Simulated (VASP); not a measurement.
SbS3, 4 atoms in the cell. The structure is cubic, space group Pm-3m (No. 221). Conventional cell: a = 4.955 Å, b = 4.955 Å, c = 4.955 Å, α = 90.00°, β = 90.00°, γ = 90.00°. Within 3.3 Å of Sb (site symmetry m-3m) lie 6 S at 2.48 Å. Within 3.3 Å of S (site symmetry 4/mmm) lie 2 Sb at 2.48 Å. 

```yaml
Program: VASP 6.6.1
Task: relaxation of cell and atoms
Functional: PBE
Potentials_or_basis: VASP PAW PBE potentials, release 64 (Sb, S)
Cutoff: 600 eV
k_mesh: 4 × 4 × 4
Occupations: gaussian, width 0.1 eV
Spin: no spin polarisation
Dipole_correction: no
Further_INCAR_settings: ALGO = Normal; EDIFF = 1e-06; IBRION = 2; EDIFFG = -0.04; NSW = 90; ISIF = 3
```

Potentials or basis: VASP PAW PBE potentials, release 64 (Sb, S).

Run with:

```sh
$ cat potpaw_PBE.64/Sb/POTCAR potpaw_PBE.64/S/POTCAR > POTCAR
$ mpirun -np 1 vasp_std > vasp.out
```

Hardware: 1 thread of Intel Xeon 6975P-C, on a shared host.

**Question.** Estimate the wall time of this run.

**Answer.** Wall time 52 s on 1 thread of Intel Xeon 6975P-C, on a shared host, peak memory 0.25 GiB. Counts: scf iterations 30, k points 10, ion steps 3.
